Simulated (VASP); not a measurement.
# PbF2 (Pnma) in VASP: single point with PBE

Aim: the single point of PbF2 with PBE.

Everything below comes from runs of VASP 6.6.1. Logs are shortened: lines on timing, memory, paths and dates and some standing lists are left out, and cuts for length are marked.

## 1. The cell of the first run

The structure is orthorhombic, space group Pnma (No. 62). The conventional cell has a = 6.578 Å, b = 3.950 Å, c = 7.831 Å, α = 90.00°, β = 90.00°, γ = 90.00°. Pb (site symmetry m) has 9 F at 2.41 to 3.24 Å within 3.3 Å. F (site symmetry m) has 5 Pb at 2.41 to 3.24 Å and 8 F at 3.00 to 3.43 Å within 3.5 Å. Within 3.5 Å of F (site symmetry m) lie 4 Pb at 2.49 to 2.68 Å and 8 F at 2.94 to 3.43 Å.

## 2. Single point, PBE

INCAR reads:

```
SYSTEM = PbF2
PREC     = Accurate       ! precision mode
ENCUT    = 520            ! plane-wave cutoff, eV
EDIFF    = 1E-6           ! SCF threshold, eV
ISMEAR   = 0              ! smearing method
SIGMA    = 0.02           ! smearing width, eV
LREAL    = .False.        ! projectors in reciprocal space
LASPH    = .True.         ! aspherical terms in the spheres
NELM     = 100            ! most SCF steps
ALGO     = Normal         ! electronic algorithm
ISIF     = 2              ! what is computed and relaxed
LWAVE    = .False.        ! write WAVECAR
LCHARG   = .False.        ! write CHGCAR
GGA      = PE             ! functional
NBANDS   = 68             ! bands
```

KPOINTS reads:

```
regular mesh
0
Gamma
  4 6 4
  0 0 0
```

POSCAR reads:

```
PbF2
1.0
    6.5783464462      0.0000000000      0.0000000000
    0.0000000000      3.9502112021      0.0000000000
    0.0000000000      0.0000000000      7.8307047949
Pb F
4 8
Direct
    0.2577144914      0.2500000000      0.9035556728
    0.7422855086      0.7500000000      0.0964443272
    0.7577144914      0.2500000000      0.5964443272
    0.2422855086      0.7500000000      0.4035556728
    0.4840092318      0.2500000000      0.1463213526
    0.5159907682      0.7500000000      0.8536786474
    0.9840092318      0.2500000000      0.3536786474
    0.0159907682      0.7500000000      0.6463213526
    0.6414229207      0.7500000000      0.4284811724
    0.3585770793      0.2500000000      0.5715188276
    0.1414229207      0.7500000000      0.0715188276
    0.8585770793      0.2500000000      0.9284811724
```

Potentials or basis: VASP PAW PBE potentials, release 64 (Pb_d, F).

Run with:

```
> cat potpaw_PBE.64/Pb_d/POTCAR potpaw_PBE.64/F/POTCAR > POTCAR
> mpirun -np 1 vasp_std > vasp.out
```

OUTCAR:

```text
SYSTEM = PbF2
   PREC = Accurate
   ENCUT = 520
   EDIFF = 1E-6
   ISMEAR = 0
   LREAL = .False.
   LASPH = .True.
   NELM = 100
   ISIF = 2
   GGA = PE

 ion  position               nearest neighbor table
   1  0.258  0.250  0.904-   5 2.41  11 2.49  11 2.49  12 2.63   6 2.63   6 2.63  10 2.68   2 4.04
                             2 4.04   3 4.07   3 4.07
   2  0.742  0.750  0.096-   6 2.41  12 2.49  12 2.49  11 2.63   5 2.63   5 2.63   9 2.68   1 4.04
                             1 4.04   4 4.07   4 4.07
   3  0.758  0.250  0.596-   7 2.41   9 2.49   9 2.49  10 2.63   8 2.63   8 2.63  12 2.68   4 4.04
                             4 4.04   1 4.07   1 4.07
   4  0.242  0.750  0.404-   8 2.41  10 2.49  10 2.49   9 2.63   7 2.63   7 2.63  11 2.68   3 4.04
                             3 4.04   2 4.07   2 4.07
   5  0.484  0.250  0.146-   1 2.41   2 2.63   2 2.63
   6  0.516  0.750  0.854-   2 2.41   1 2.63   1 2.63
   7  0.984  0.250  0.354-   3 2.41   4 2.63   4 2.63
   8  0.016  0.750  0.646-   4 2.41   3 2.63   3 2.63
   9  0.641  0.750  0.428-   3 2.49   3 2.49   4 2.63   2 2.68
  10  0.359  0.250  0.572-   4 2.49   4 2.49   3 2.63   1 2.68
  11  0.141  0.750  0.072-   1 2.49   1 2.49   2 2.63   4 2.68
  12  0.859  0.250  0.928-   2 2.49   2 2.49   1 2.63   3 2.68

  LATTYP: Found a simple orthorhombic cell.
 ALAT       =     3.9502112021
 B/A-ratio  =     1.6653151211
 C/A-ratio  =     1.9823509160

  Lattice vectors:

 A1 = (   0.0000000000,  -3.9502112021,   0.0000000000)
 A2 = (   6.5783464462,   0.0000000000,   0.0000000000)
 A3 = (   0.0000000000,   0.0000000000,   7.8307047949)

Analysis of symmetry for initial positions (statically):
=====================================================================
 Subroutine PRICEL returns:
 Original cell was already a primitive cell.

 Routine SETGRP: Setting up the symmetry group for a
 simple orthorhombic supercell.

 Subroutine GETGRP returns: Found  8 space group operations
 (whereof  2 operations were pure point group operations)
 out of a pool of  8 trial point group operations.

The static configuration has the point symmetry S_2 .
 The point group associated with its full space group is D_2h.

Analysis of symmetry for dynamics (positions and initial velocities):
=====================================================================
 Subroutine PRICEL returns:
 Original cell was already a primitive cell.

 Routine SETGRP: Setting up the symmetry group for a
 simple orthorhombic supercell.

 Subroutine GETGRP returns: Found  8 space group operations
 (whereof  2 operations were pure point group operations)
 out of a pool of  8 trial point group operations.

The dynamic configuration has the point symmetry S_2 .
 The point group associated with its full space group is D_2h.

 Subroutine INISYM returns: Found  8 space group operations
 (whereof  2 operations are pure point group operations),
 and found     1 'primitive' translations

----------------------------------------------------------------------------------------

                                     Primitive cell

  volume of cell :     203.4876

  direct lattice vectors                    reciprocal lattice vectors
     6.578346446  0.000000000  0.000000000     0.152013885  0.000000000  0.000000000
     0.000000000  3.950211202  0.000000000     0.000000000  0.253151021  0.000000000
     0.000000000  0.000000000  7.830704795     0.000000000  0.000000000  0.127702426

  length of vectors
     6.578346446  3.950211202  7.830704795     0.152013885  0.253151021  0.127702426

  position of ions in fractional coordinates (direct lattice)
     0.257714491  0.250000000  0.903555673
     0.742285509  0.750000000  0.096444327
     0.757714491  0.250000000  0.596444327
     0.242285509  0.750000000  0.403555673
     0.484009232  0.250000000  0.146321353
     0.515990768  0.750000000  0.853678647
     0.984009232  0.250000000  0.353678647
     0.015990768  0.750000000  0.646321353
     0.641422921  0.750000000  0.428481172
     0.358577079  0.250000000  0.571518828
     0.141422921  0.750000000  0.071518828
     0.858577079  0.250000000  0.928481172

  ion indices of the primitive-cell ions
   primitive index   ion index
                 1           1
                 2           2
                 3           3
                 4           4
                 5           5
                 6           6
                 7           7
                 8           8
                 9           9
                10          10
                11          11
                12          12

----------------------------------------------------------------------------------------

 KPOINTS: regular mesh

Automatic generation of k-mesh.
 Grid dimensions read from file:
 generate k-points for:    4    6    4

 Generating k-lattice:

  Cartesian coordinates                     Fractional coordinates (reciprocal lattice)
     0.038003471  0.000000000  0.000000000     0.250000000  0.000000000  0.000000000
     0.000000000  0.042191837  0.000000000     0.000000000  0.166666667  0.000000000
     0.000000000  0.000000000  0.031925607     0.000000000  0.000000000  0.250000000

  Length of vectors
     0.038003471  0.042191837  0.031925607

  Shift w.r.t. Gamma in fractional coordinates (k-lattice)
     0.000000000  0.000000000  0.000000000

 Subroutine IBZKPT returns following result:
 ===========================================

 Found     36 irreducible k-points:

 Following reciprocal coordinates:
            Coordinates               Weight
  0.000000  0.000000  0.000000      1.000000
  0.250000  0.000000  0.000000      2.000000
  0.500000  0.000000  0.000000      1.000000
  0.000000  0.166667  0.000000      2.000000
  0.250000  0.166667  0.000000      4.000000
  0.500000  0.166667  0.000000      2.000000
[... 16 lines left out ...]
  0.250000  0.500000  0.250000      4.000000
  0.500000  0.500000  0.250000      2.000000
 [... further k-points ...]
   k-points           NKPTS =     36   k-points in BZ     NKDIM =     36   number of bands    NBANDS=     68
   number of dos      NEDOS =    301   number of ions     NIONS =     12
   total plane-waves  NPLWV =  90000
   dimension x,y,z NGX =    50 NGY =   30 NGZ =   60
   dimension x,y,z NGXF=   100 NGYF=   60 NGZF=  120
   ions per type =               4   8
   NGX,Y,Z   is equivalent  to a cutoff of  12.64, 12.63, 12.74 a.u.
   NGXF,Y,Z  is equivalent  to a cutoff of  25.27, 25.25, 25.48 a.u.
 SYSTEM =  PbF2
   PREC   = accura    normal or accurate (medium, high low for compatibility)
   ISTART =      0    job   : 0-new  1-cont  2-samecut
   ICHARG =      2    charge: 1-file 2-atom 10-const
   ISPIN  =      1    spin polarized calculation?
   LNONCOLLINEAR =      F non collinear calculations
   LSORBIT =      F    spin-orbit coupling
   LASPH  =      T    aspherical Exc in radial PAW
   ENCUT  =  520.0 eV  38.22 Ry    6.18 a.u.  12.23  7.34 14.56*2*pi/ulx,y,z
   NELM   =    100;   NELMIN=  2; NELMDL= -5     # of ELM steps
   EDIFF  = 0.1E-05   stopping-criterion for ELM
   LREAL  =      F    real-space projection
   EDIFFG = 0.1E-04   stopping-criterion for IOM
   NSW    =      0    number of steps for IOM
   IBRION =     -1    ionic relax: 0-MD 1-quasi-New 2-CG
   NFREE  =      0    steps in history (QN), initial steepest desc. (CG)
   ISIF   =      2    stress and relaxation
   ISYM   =      2    0-nonsym 1-usesym 2-fastsym
   POTIM  = 0.5000    time-step for ionic-motion
   TEBEG  =    0.0;   TEEND  =   0.0 temperature during run
   PSTRESS=    0.0 pullay stress
   NELECT =     112.0000    total number of electrons
   NUPDOWN=      -1.0000    fix difference up-down
   EMIN   =  10.00;   EMAX   =-10.00  energy-range for DOS
   EFERMI =   0.00;   METHOD = LEGACY
   ISMEAR =     0;   SIGMA  =   0.02  broadening in eV -4-tet -1-fermi 0-gaus
   EFERMI_NEDOS =   21; number of points for ismear=-14 and -15
   IALGO  =     38    algorithm
   IMIX   =      4    mixing-type and parameters
     AMIX     =   0.40;   BMIX     =  1.00
     AMIX_MAG =   1.60;   BMIX_MAG =  1.00
  volume/ion in A,a.u.               =      16.96       114.43
  Fermi-wavevector in a.u.,A,eV,Ry     =   1.341637  2.535325 24.490331  1.799989
  Thomas-Fermi vector in A             =   2.469854
   LORBIT       =      0    0 simple, 1 ext, 2 COOP (PROOUT), +10 PAW based schemes
   GGA     = PE    functional components
   LHFCALC =     F    Hartree Fock is set to
   AEXX    =    0.0000 exact exchange contribution
   IVDW    =     0    specifies the selected vdW correction
   LEPSILON=     F    determine dielectric tensor
   LRPA    =     F    only Hartree local field effects (RPA)
 non-spin polarized calculation
 Gauss-broadening in eV      SIGMA  =   0.02
  energy-cutoff  :      520.00
  volume of cell :      203.49
 maximum number of plane-waves:      5520
 NGX is ok and might be reduce to    50
   NGX = 25   NGY = 15   NGZ = 29

 number of electron     111.9999974 magnetization

 Free energy of the ion-electron system (eV)
  ---------------------------------------------------
  ext. energy  EPLUGINS =         0.00000000
  ---------------------------------------------------
  free energy    TOTEN  =       -57.13001389 eV

  energy without entropy =      -57.13001389  energy(sigma->0) =      -57.13001389

 E-fermi :   2.1446     XC(G=0):  -9.6689

 val. band max:        2.0027869168   @ k =   0.0000   0.3333   0.0000
 cond. band min:       6.4271481095   @ k =   0.0000   0.0000   0.0000
 fundamental gap:      4.4243611927
 Fermi energy:         2.1446071178

 k-point     1 :       0.0000    0.0000    0.0000
  band No.  band energies     occupation
      1     -19.0077      2.00000
      2     -18.8876      2.00000
      3     -18.7013      2.00000
      4     -18.6905      2.00000
      5     -18.5983      2.00000
      6     -18.5399      2.00000
[... 60 lines left out ...]
     67       9.7324      0.00000
     68      10.2032      0.00000
[... 1631 lines left out ...]
     67       9.5240      0.00000
     68       9.5240      0.00000

 [... further k-points ...]
[... 5 lines left out ...]
  --------------------------------------------------------------------------------------
  -------------------------------------------------------------------------------------
  Total       -0.2145518     -0.2375087     -0.2224707      0.0000000      0.0000000      0.0000000
  in kB       -1.6892928     -1.8700455     -1.7516424      0.0000000      0.0000000      0.0000000
  external PRESSURE =      -1.7703269 kB  Pullay stress =       0.0000000 kB

 VOLUME and BASIS-vectors are now :
 -----------------------------------------------------------------------------
  energy-cutoff  :      520.00
  volume of cell :      203.49
      direct lattice vectors                 reciprocal lattice vectors
     6.578346446  0.000000000  0.000000000     0.152013885  0.000000000  0.000000000
     0.000000000  3.950211202  0.000000000     0.000000000  0.253151021  0.000000000
     0.000000000  0.000000000  7.830704795     0.000000000  0.000000000  0.127702426

 POSITION                                       TOTAL-FORCE (eV/Angst)
 -----------------------------------------------------------------------------------
      1.69534      0.98755      7.07548        -0.011288     -0.000000     -0.016340
      4.88301      2.96266      0.75523         0.011288     -0.000000      0.016340
      4.98451      0.98755      4.67058        -0.011288     -0.000000      0.016340
      1.59384      2.96266      3.16013         0.011288      0.000000     -0.016340
      3.18398      0.98755      1.14580         0.005410     -0.000000      0.011831
      3.39437      2.96266      6.68491        -0.005410      0.000000     -0.011831
      6.47315      0.98755      2.76955         0.005410     -0.000000     -0.011831
      0.10519      2.96266      5.06115        -0.005410      0.000000      0.011831
      4.21950      2.96266      3.35531         0.001963      0.000000     -0.006279
      2.35884      0.98755      4.47540        -0.001963     -0.000000      0.006279
      0.93033      2.96266      0.56004         0.001963      0.000000      0.006279
      5.64802      0.98755      7.27066        -0.001963      0.000000     -0.006279
 -----------------------------------------------------------------------------------
    total drift:                                0.000000      0.000000      0.000000

  FREE ENERGIE OF THE ION-ELECTRON SYSTEM (eV)
  ---------------------------------------------------
  free  energy   TOTEN  =       -57.1300138935 eV

  energy  without entropy=      -57.1300138935  energy(sigma->0) =      -57.13001389
```

Run time: 6.9 min. Hardware: 1 thread of Intel Xeon Platinum 8375C at 2.90GHz (Ice Lake), shared host; peak memory 0.5 GiB.

Results:

```
Free energy            : -57.1300 eV
Pressure               : -0.2 GPa
Largest force          : 0.020 eV/Å
Band gap on the k mesh : 4.42 eV (least direct gap 4.59 eV)
```

Forces in eV/Å, atoms in the order of the input:
```
Pb  -0.011  0.000 -0.016
Pb   0.011  0.000  0.016
Pb  -0.011  0.000  0.016
Pb   0.011  0.000 -0.016
F    0.005  0.000  0.012
F   -0.005  0.000 -0.012
F    0.005  0.000 -0.012
F   -0.005  0.000  0.012
F    0.002  0.000 -0.006
F   -0.002  0.000  0.006
F    0.002  0.000  0.006
F   -0.002  0.000 -0.006
```

Caveat: spin-orbit coupling is left out, which moves the levels of the heavy elements.
